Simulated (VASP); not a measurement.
# Ni (Im-3m) in VASP: a series of runs

Ni is run at these levels: PBE; tasks: single point, relaxation of cell and atoms.

All numbers are computed with VASP 6.6.1; they aren't measurements. Logs are shortened: lines on timing, memory, paths and dates and some standing lists are left out, and cuts for length are marked.

## 1. The cell of the first run

Symmetry: Im-3m, No. 229, cubic system. Conventional cell: a = 2.802 Å, b = 2.802 Å, c = 2.802 Å, α = 90.00°, β = 90.00°, γ = 90.00°. Ni (site symmetry m-3m) has 14 Ni at 2.43 to 2.80 Å within 3.2 Å.

## 2. Single point, PBE, collinear spin, ferromagnetic start

INCAR reads:

```
SYSTEM = Ni
PREC = Accurate ; ENCUT = 520
EDIFF = 1E-6 ; ISMEAR = 0
SIGMA = 0.1 ; LREAL = .False.
LASPH = .True. ; NELM = 150
ALGO = Fast ; ISIF = 2
LWAVE = .False. ; LCHARG = .True.
ISPIN = 2 ; MAGMOM = 0.59
LORBIT = 11 ; LMAXMIX = 4
GGA = PE ; LELF = .True.
LVHAR = .True. ; NBANDS = 15
```

KPOINTS reads:

```
Automatic mesh
0
Gamma
  8 8 8
  0 0 0
```

POSCAR reads:

```
Ni
1.0
   -1.4009946613      1.4009946613      1.4009946613
    1.4009946613     -1.4009946613      1.4009946613
    1.4009946613      1.4009946613     -1.4009946613
Ni
1
Direct
    0.0000000000      0.0000000000      0.0000000000
```

Potentials or basis: VASP PAW PBE potentials, release 64 (Ni).

Started as:

```bash
$ cat potpaw_PBE.64/Ni/POTCAR > POTCAR
$ mpirun -np 1 vasp_std > vasp.out
```

OUTCAR:

```text
SYSTEM = Ni
   PREC = Accurate
   ENCUT = 520
   EDIFF = 1E-6
   ISMEAR = 0
   LREAL = .False.
   LASPH = .True.
   NELM = 150
   ISIF = 2
   ISPIN = 2
   LORBIT = 11
   GGA = PE

 ion  position               nearest neighbor table
   1  0.000  0.000  0.000-

  LATTYP: Found a body centered cubic cell.
 ALAT       =     2.8019893226

  Lattice vectors:

 A1 = (  -1.4009946613,   1.4009946613,   1.4009946613)
 A2 = (   1.4009946613,  -1.4009946613,   1.4009946613)
 A3 = (   1.4009946613,   1.4009946613,  -1.4009946613)

Analysis of symmetry for initial positions (statically):
=====================================================================
 Subroutine PRICEL returns:
 Original cell was already a primitive cell.

 Routine SETGRP: Setting up the symmetry group for a
 body centered cubic supercell.

 Subroutine GETGRP returns: Found 48 space group operations
 (whereof 48 operations were pure point group operations)
 out of a pool of 48 trial point group operations.

The static configuration has the point symmetry O_h .

Analysis of symmetry for dynamics (positions and initial velocities):
=====================================================================
 Subroutine PRICEL returns:
 Original cell was already a primitive cell.

 Routine SETGRP: Setting up the symmetry group for a
 body centered cubic supercell.

 Subroutine GETGRP returns: Found 48 space group operations
 (whereof 48 operations were pure point group operations)
 out of a pool of 48 trial point group operations.

The dynamic configuration has the point symmetry O_h .

Analysis of structural, dynamic, and magnetic symmetry:
=====================================================================
 Subroutine PRICEL returns:
 Original cell was already a primitive cell.

 Routine SETGRP: Setting up the symmetry group for a
 body centered cubic supercell.

 Subroutine GETGRP returns: Found 48 space group operations
 (whereof 48 operations were pure point group operations)
 out of a pool of 48 trial point group operations.

The overall configuration has the point symmetry O_h .

 Subroutine INISYM returns: Found 48 space group operations
 (whereof 48 operations are pure point group operations),
 and found     1 'primitive' translations

----------------------------------------------------------------------------------------

                                     Primitive cell

  volume of cell :      10.9994

  direct lattice vectors                    reciprocal lattice vectors
    -1.400994661  1.400994661  1.400994661     0.000000000  0.356889297  0.356889297
     1.400994661 -1.400994661  1.400994661     0.356889297  0.000000000  0.356889297
     1.400994661  1.400994661 -1.400994661     0.356889297  0.356889297  0.000000000

  length of vectors
     2.426593935  2.426593935  2.426593935     0.504717684  0.504717684  0.504717684

  position of ions in fractional coordinates (direct lattice)
     0.000000000  0.000000000  0.000000000

  ion indices of the primitive-cell ions
   primitive index   ion index
                 1           1

----------------------------------------------------------------------------------------

 KPOINTS: Automatic mesh

Automatic generation of k-mesh.
 Grid dimensions read from file:
 generate k-points for:    8    8    8

 Generating k-lattice:

  Cartesian coordinates                     Fractional coordinates (reciprocal lattice)
     0.000000000  0.044611162  0.044611162     0.125000000  0.000000000  0.000000000
     0.044611162  0.000000000  0.044611162     0.000000000  0.125000000  0.000000000
     0.044611162  0.044611162  0.000000000     0.000000000  0.000000000  0.125000000

  Length of vectors
     0.063089711  0.063089711  0.063089711

  Shift w.r.t. Gamma in fractional coordinates (k-lattice)
     0.000000000  0.000000000  0.000000000

 Subroutine IBZKPT returns following result:
 ===========================================

 Found     29 irreducible k-points:

 Following reciprocal coordinates:
            Coordinates               Weight
  0.000000  0.000000  0.000000      1.000000
  0.125000  0.000000  0.000000     12.000000
  0.250000  0.000000  0.000000     12.000000
  0.375000  0.000000  0.000000     12.000000
  0.500000  0.000000  0.000000      6.000000
  0.125000  0.125000  0.000000     24.000000
[... 16 lines left out ...]
 -0.250000  0.250000  0.250000      6.000000
 -0.375000  0.375000  0.250000     24.000000
 [... further k-points ...]
   k-points           NKPTS =     29   k-points in BZ     NKDIM =     29   number of bands    NBANDS=     15
   number of dos      NEDOS =    301   number of ions     NIONS =      1
   total plane-waves  NPLWV =   5832
   dimension x,y,z NGX =    18 NGY =   18 NGZ =   18
   dimension x,y,z NGXF=    36 NGYF=   36 NGZF=   36
   ions per type =               1
   NGX,Y,Z   is equivalent  to a cutoff of  12.33, 12.33, 12.33 a.u.
   NGXF,Y,Z  is equivalent  to a cutoff of  24.66, 24.66, 24.66 a.u.
 SYSTEM =  Ni
   PREC   = accura    normal or accurate (medium, high low for compatibility)
   ISTART =      0    job   : 0-new  1-cont  2-samecut
   ICHARG =      2    charge: 1-file 2-atom 10-const
   ISPIN  =      2    spin polarized calculation?
   LNONCOLLINEAR =      F non collinear calculations
   LSORBIT =      F    spin-orbit coupling
   LASPH  =      T    aspherical Exc in radial PAW
   ENCUT  =  520.0 eV  38.22 Ry    6.18 a.u.   4.51  4.51  4.51*2*pi/ulx,y,z
   NELM   =    150;   NELMIN=  2; NELMDL= -5     # of ELM steps
   EDIFF  = 0.1E-05   stopping-criterion for ELM
   LREAL  =      F    real-space projection
   EDIFFG = 0.1E-04   stopping-criterion for IOM
   NSW    =      0    number of steps for IOM
   IBRION =     -1    ionic relax: 0-MD 1-quasi-New 2-CG
   NFREE  =      0    steps in history (QN), initial steepest desc. (CG)
   ISIF   =      2    stress and relaxation
   ISYM   =      2    0-nonsym 1-usesym 2-fastsym
   POTIM  = 0.5000    time-step for ionic-motion
   TEBEG  =    0.0;   TEEND  =   0.0 temperature during run
   PSTRESS=    0.0 pullay stress
   NELECT =      10.0000    total number of electrons
   NUPDOWN=      -1.0000    fix difference up-down
   EMIN   =  10.00;   EMAX   =-10.00  energy-range for DOS
   EFERMI =   0.00;   METHOD = LEGACY
   ISMEAR =     0;   SIGMA  =   0.10  broadening in eV -4-tet -1-fermi 0-gaus
   EFERMI_NEDOS =   21; number of points for ismear=-14 and -15
   IALGO  =     68    algorithm
   IMIX   =      4    mixing-type and parameters
     AMIX     =   0.40;   BMIX     =  1.00
     AMIX_MAG =   1.60;   BMIX_MAG =  1.00
  volume/ion in A,a.u.               =      11.00        74.23
  Fermi-wavevector in a.u.,A,eV,Ry     =   1.585934  2.996980 34.221178  2.515186
  Thomas-Fermi vector in A             =   2.685322
   LORBIT       =     11    0 simple, 1 ext, 2 COOP (PROOUT), +10 PAW based schemes
   GGA     = PE    functional components
   LHFCALC =     F    Hartree Fock is set to
   AEXX    =    0.0000 exact exchange contribution
   IVDW    =     0    specifies the selected vdW correction
   LEPSILON=     F    determine dielectric tensor
   LRPA    =     F    only Hartree local field effects (RPA)
 spin polarized calculation
 RMM-DIIS sequential band-by-band and
 Gauss-broadening in eV      SIGMA  =   0.10
  energy-cutoff  :      520.00
  volume of cell :       11.00
 maximum number of plane-waves:       321
   NGX =  9   NGY =  9   NGZ =  9

 number of electron      10.0000000 magnetization       0.5900000

 number of electron       9.9999984 magnetization       0.5697223

 Free energy of the ion-electron system (eV)
  ---------------------------------------------------
  ext. energy  EPLUGINS =         0.00000000
  ---------------------------------------------------
  free energy    TOTEN  =        -5.37927759 eV

  energy without entropy =       -5.37131362  energy(sigma->0) =       -5.37529560

 E-fermi :   9.1101     XC(G=0): -13.1830

 val. band max:        9.1040907090   @ k =   0.3750   0.1250   0.0000
 cond. band min:       9.1710230629   @ k =   0.5000   0.5000   0.3750
 fundamental gap:      0.0669323539
 Fermi energy:         9.1100632224

 spin component 1

 k-point     1 :       0.0000    0.0000    0.0000
  band No.  band energies     occupation
      1       0.2863      1.00000
      2       6.8315      1.00000
      3       6.8315      1.00000
      4       6.8315      1.00000
      5       8.2724      1.00000
      6       8.2724      1.00000
      7      35.4412      0.00000
      8      35.4412      0.00000
      9      35.4412      0.00000
     10      40.2689      0.00000
     11      40.2689      0.00000
     12      41.1496      0.00000
     13      41.1496      0.00000
     14      41.1496      0.00000
     15      41.9802      0.00000
[... 397 lines left out ...]
 k-point    24 :      -0.3750    0.3750    0.2500
  band No.  band energies     occupation
      1       5.3354      1.00000
      2       6.0504      1.00000
      3       7.2124      1.00000
      4       7.6217      1.00000
      5       8.5132      1.00000
      6      11.0332      0.00000
      7      20.4091      0.00000
      8      23.4542      0.00000
      9      26.6385      0.00000
     10      30.0835      0.00000
     11      39.6615      0.00000
     12      42.3516      0.00000
     13      44.9101      0.00000
     14      50.4912      0.00000
     15      54.0428      0.00000

 [... further k-points ...]

 spin component 2

 k-point     1 :       0.0000    0.0000    0.0000
  band No.  band energies     occupation
      1       0.2711      1.00000
      2       7.5573      1.00000
      3       7.5573      1.00000
      4       7.5573      1.00000
      5       8.7182      1.00000
      6       8.7182      1.00000
      7      35.3358      0.00000
      8      35.3359      0.00000
      9      35.3359      0.00000
     10      40.1881      0.00000
     11      40.1881      0.00000
     12      41.3257      0.00000
     13      41.3257      0.00000
     14      41.3257      0.00000
     15      42.1467      0.00000
[... 397 lines left out ...]
 k-point    24 :      -0.3750    0.3750    0.2500
  band No.  band energies     occupation
      1       5.5482      1.00000
      2       6.3874      1.00000
      3       7.9229      1.00000
      4       8.2957      1.00000
      5       9.3132      0.00204
      6      11.2809      0.00000
      7      20.5618      0.00000
      8      23.5877      0.00000
      9      26.6716      0.00000
     10      30.1277      0.00000
     11      39.7545      0.00000
     12      42.4314      0.00000
     13      44.9775      0.00000
     14      50.5330      0.00000
     15      54.2790      0.00000

 [... further k-points ...]
[... 5 lines left out ...]
  --------------------------------------------------------------------------------------
  -------------------------------------------------------------------------------------
  Total       -0.0072171     -0.0072171     -0.0072171      0.0000000     -0.0000000      0.0000000
  in kB       -1.0512458     -1.0512458     -1.0512458      0.0000000     -0.0000000      0.0000000
  external PRESSURE =      -1.0512458 kB  Pullay stress =       0.0000000 kB

 VOLUME and BASIS-vectors are now :
 -----------------------------------------------------------------------------
  energy-cutoff  :      520.00
  volume of cell :       11.00
      direct lattice vectors                 reciprocal lattice vectors
    -1.400994661  1.400994661  1.400994661     0.000000000  0.356889297  0.356889297
     1.400994661 -1.400994661  1.400994661     0.356889297  0.000000000  0.356889297
     1.400994661  1.400994661 -1.400994661     0.356889297  0.356889297  0.000000000

 POSITION                                       TOTAL-FORCE (eV/Angst)
 -----------------------------------------------------------------------------------
      0.00000      0.00000      0.00000         0.000000     -0.000000      0.000000
 -----------------------------------------------------------------------------------
    total drift:                                0.000000      0.000000      0.000000

  FREE ENERGIE OF THE ION-ELECTRON SYSTEM (eV)
  ---------------------------------------------------
  free  energy   TOTEN  =        -5.3792775930 eV

  energy  without entropy=       -5.3713136161  energy(sigma->0) =       -5.37529560

 total charge

# of ion       s       p       d       tot
------------------------------------------
    1        0.487   0.475   8.335   9.297

 magnetization (x)

# of ion       s       p       d       tot
------------------------------------------
    1       -0.006  -0.017   0.601   0.578
```

It took 5.4 s on 1 thread of Intel Xeon 6975P-C (Granite Rapids), shared host; peak memory 0.12 GiB.

What came out:

* Free energy: -5.3793 eV
* Pressure: -0.1 GPa
* Net moment: 0.57 μB per cell
* Site moments: Ni +0.58 μB
* Valence electrons inside the program's atomic spheres: Ni 9.30

Caveat: the k points lie up to 0.40 Å⁻¹ apart.

(Part 1 of 2 ends here.)
